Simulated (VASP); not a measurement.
# Pd (Im-3m) in VASP: notebook, part 2 of 2

VASP 6.6.1. The steps go on from the part before.

### Step 3. Single point, revPBE, collinear spin (16.39 Å³/atom)

This run uses another cell than the first one, of 16.39 Å³/atom.

INCAR

```
SYSTEM = Pd
  PREC = Accurate
  ENCUT = 520
  EDIFF = 1E-6
  ISMEAR = -1
  SIGMA = 0.05
  LREAL = .FALSE.
  LASPH = .TRUE.
  NELM = 150
  ALGO = Normal
  ISIF = 2
  LWAVE = .FALSE.
  LCHARG = .FALSE.
  ISPIN = 2
  MAGMOM = 0.5 -0.5
  LORBIT = 11
  LMAXMIX = 4
  GGA = RE
  NBANDS = 21
```

KPOINTS

```
Automatic mesh
0
G
  11 11 11
  0 0 0
```

POSCAR

```
Pd
1.0
    3.2003587521      0.0000000000      0.0000000000
    0.0000000000      3.2003587521      0.0000000000
    0.0000000000      0.0000000000      3.2003587521
Pd
2
Direct
    0.0000000000      0.0000000000      0.0000000000
    0.5000000000      0.5000000000      0.5000000000
```

Potentials or basis: VASP PAW PBE potentials, release 64 (Pd).

On the command line:

```bash
$ cat potpaw_PBE.64/Pd/POTCAR > POTCAR
$ mpirun -np 1 vasp_std > vasp.out
```

OUTCAR:

```text
SYSTEM = Pd
   PREC = Accurate
   ENCUT = 520
   EDIFF = 1E-6
   ISMEAR = -1
   LREAL = .FALSE.
   LASPH = .TRUE.
   NELM = 150
   ISIF = 2
   ISPIN = 2
   LORBIT = 11
   GGA = RE

 ion  position               nearest neighbor table
   1  0.000  0.000  0.000-   2 2.77   2 2.77   2 2.77   2 2.77   2 2.77   2 2.77   2 2.77   2 2.77

   2  0.500  0.500  0.500-   1 2.77   1 2.77   1 2.77   1 2.77   1 2.77   1 2.77   1 2.77   1 2.77

  LATTYP: Found a simple cubic cell.
 ALAT       =     3.2003587521

  Lattice vectors:

 A1 = (   3.2003587521,   0.0000000000,   0.0000000000)
 A2 = (   0.0000000000,   3.2003587521,   0.0000000000)
 A3 = (   0.0000000000,   0.0000000000,   3.2003587521)

Analysis of symmetry for initial positions (statically):
=====================================================================
 Subroutine PRICEL returns following result:

  LATTYP: Found a body centered cubic cell.
 ALAT       =     3.2003587521
[... 12 lines left out ...]
 Subroutine GETGRP returns: Found 48 space group operations
 (whereof 48 operations were pure point group operations)
 out of a pool of 48 trial point group operations.

The static configuration has the point symmetry O_h .

Analysis of symmetry for dynamics (positions and initial velocities):
=====================================================================
 Subroutine PRICEL returns following result:

  LATTYP: Found a body centered cubic cell.
 ALAT       =     3.2003587521
[... 12 lines left out ...]
 Subroutine GETGRP returns: Found 48 space group operations
 (whereof 48 operations were pure point group operations)
 out of a pool of 48 trial point group operations.

The dynamic configuration has the point symmetry O_h .

Analysis of structural, dynamic, and magnetic symmetry:
=====================================================================
 Subroutine PRICEL returns following result:

  LATTYP: Found a body centered cubic cell.
 ALAT       =     3.2003587521
[... 12 lines left out ...]
 Subroutine GETGRP returns: Found 48 space group operations
 (whereof 48 operations were pure point group operations)
 out of a pool of 48 trial point group operations.

[... 144 lines left out ...]
  free energy    TOTEN  =        -9.40105471 eV

  energy without entropy =       -9.37774039  energy(sigma->0) =       -9.38939755

 E-fermi :   8.2024     XC(G=0): -12.4471

 val. band max:        8.2004941999   @ k =   0.4545   0.4545   0.0909
 cond. band min:       8.2091436764   @ k =   0.0909   0.0000   0.0000
 fundamental gap:      0.0086494766
 Fermi energy:         8.2024420195

 spin component 1

 k-point     1 :       0.0000    0.0000    0.0000
  band No.  band energies     occupation
      1       1.8742      1.00000
      2       3.7704      1.00000
      3       3.7704      1.00000
      4       5.6884      1.00000
      5       5.6884      1.00000
      6       5.6884      1.00000
[... 565 lines left out ...]
     20      30.1358      0.00000
     21      30.7667      0.00000

 [... further k-points ...]

 spin component 2

 k-point     1 :       0.0000    0.0000    0.0000
  band No.  band energies     occupation
      1       1.8742      1.00000
      2       3.7704      1.00000
      3       3.7704      1.00000
      4       5.6884      1.00000
      5       5.6884      1.00000
      6       5.6884      1.00000
[... 565 lines left out ...]
     20      30.1358      0.00000
     21      30.7700      0.00000

 [... further k-points ...]

------------------------ aborting loop because EDIFF is reached ----------------------------------------

  FORCE on cell =-STRESS in cart. coord.  units (eV):
  Direction    XX          YY          ZZ          XY          YZ          ZX
  --------------------------------------------------------------------------------------
  -------------------------------------------------------------------------------------
  Total       -1.1095021     -1.1095021     -1.1095021     -0.0000000      0.0000000     -0.0000000
  in kB      -54.2303899    -54.2303899    -54.2303899     -0.0000000      0.0000000     -0.0000000
  external PRESSURE =     -54.2303899 kB  Pullay stress =       0.0000000 kB

 VOLUME and BASIS-vectors are now :
 -----------------------------------------------------------------------------
  energy-cutoff  :      520.00
  volume of cell :       32.78
      direct lattice vectors                 reciprocal lattice vectors
     3.200358752  0.000000000  0.000000000     0.312464970  0.000000000  0.000000000
     0.000000000  3.200358752  0.000000000     0.000000000  0.312464970  0.000000000
     0.000000000  0.000000000  3.200358752     0.000000000  0.000000000  0.312464970

 POSITION                                       TOTAL-FORCE (eV/Angst)
 -----------------------------------------------------------------------------------
      0.00000      0.00000      0.00000        -0.000000     -0.000000     -0.000000
      1.60018      1.60018      1.60018         0.000000      0.000000      0.000000
 -----------------------------------------------------------------------------------
    total drift:                                0.000000      0.000000     -0.000000

  FREE ENERGIE OF THE ION-ELECTRON SYSTEM (eV)
  ---------------------------------------------------
  free  energy   TOTEN  =        -9.4010547075 eV

  energy  without entropy=       -9.3777403929  energy(sigma->0) =       -9.38939755

 total charge

# of ion       s       p       d       tot
------------------------------------------
    1        0.439   0.367   8.455   9.261
    2        0.439   0.367   8.455   9.261
--------------------------------------------------
tot          0.878   0.735  16.910  18.523

 magnetization (x)

# of ion       s       p       d       tot
------------------------------------------
    1        0.000  -0.000  -0.000  -0.000
    2       -0.000   0.000   0.000   0.000
--------------------------------------------------
tot          0.000   0.000   0.000   0.000
```

Wall time 17 s (1 thread of Intel Xeon 6975P-C (Granite Rapids), shared host); peak memory 0.18 GiB.

Results:

* Free energy: -9.4011 eV
* Pressure: -5.4 GPa
* Band gap on the k mesh: zero (filled and empty bands overlap)
* Net moment: 0.00 μB per cell
* Valence electrons inside the program's atomic spheres: Pd 9.26

Caveat: the cell stands under tension; the PAW data sets were made with another functional, which shifts forces and pressure a little.

### Step 4. Single point, revPBE, collinear spin (17.02 Å³/atom)

This run uses another cell than the first one, of 17.02 Å³/atom.

INCAR

```
ALGO = Normal
EDIFF = 1E-6
ENCUT = 520
GGA = RE
ISIF = 2
ISMEAR = -1
ISPIN = 2
LASPH = T
LCHARG = F
LMAXMIX = 4
LORBIT = 11
LREAL = F
LWAVE = F
MAGMOM = 0.5 -0.5
NBANDS = 21
NELM = 150
PREC = Accurate
SIGMA = 0.05
```

KPOINTS

```
k-points
0
Gamma
  11 11 11
```

POSCAR

```
Pd
1.0
    3.2408739234      0.0000000000      0.0000000000
    0.0000000000      3.2408739234      0.0000000000
    0.0000000000      0.0000000000      3.2408739234
Pd
2
Direct
    0.0000000000      0.0000000000      0.0000000000
    0.5000000000      0.5000000000      0.5000000000
```

On the command line:

```bash
$ cat potpaw_PBE.64/Pd/POTCAR > POTCAR
$ mpirun -np 1 vasp_std > vasp.out
```

Run time: 17 s. Hardware: 1 thread of Intel Xeon 6975P-C (Granite Rapids), shared host; peak memory 0.18 GiB.

Results (log left out):

```yaml
Free_energy: -9.3426 eV
Pressure: -9.4 GPa
Band_gap_on_the_k_mesh: zero (filled and empty bands overlap)
Net_moment: 0.00 μB per cell
Valence_electrons_inside_the_program's_atomic_spheres: Pd 9.20
```

Levels at points of the mesh, in eV from the Fermi level:
Spin up:
| k point | band 6 | band 7 | band 8 | band 9 | band 10 | band 11 | band 12 | band 13 | band 14 | band 15 |
| --- | --- | --- | --- | --- | --- | --- | --- | --- | --- | --- |
| (0.00, 0.00, 0.00) | -2.37 | -0.77 | -0.77 | 0.15 | 0.15 | 0.15 | 8.75 | 8.75 | 8.75 | 15.51 |
Spin down:
```tsv
k point	band 8	band 9	band 10	band 11	band 12	band 13
(0.00, 0.00, 0.00)	-0.77	0.15	0.15	0.15	8.75	8.75
```

Caveat: the cell stands under tension; the PAW data sets were made with another functional, which shifts forces and pressure a little.

### Step 5. Overview

```tsv
cell	gap on the mesh (eV)	pressure (GPa)	moment (μB)
a = 3.159 Å, 2 atoms	none	-0.2	0.00
a = 3.200 Å, 2 atoms	none	-5.4	0.00
a = 3.241 Å, 2 atoms	none	-9.4	0.00
```

Alike in all rows: task single point; level revPBE; potentials or basis VASP PAW PBE potentials, release 64 (Pd); spin collinear; k mesh 11 × 11 × 11; cutoff (eV) 520; smearing fermi-dirac 0.05 eV.

Caveats: the PAW data sets were made with another functional, which shifts forces and pressure a little; the cell stands under tension (at least some runs).

Total energies depend on the potentials used, so only differences within one code and one set of settings carry meaning.
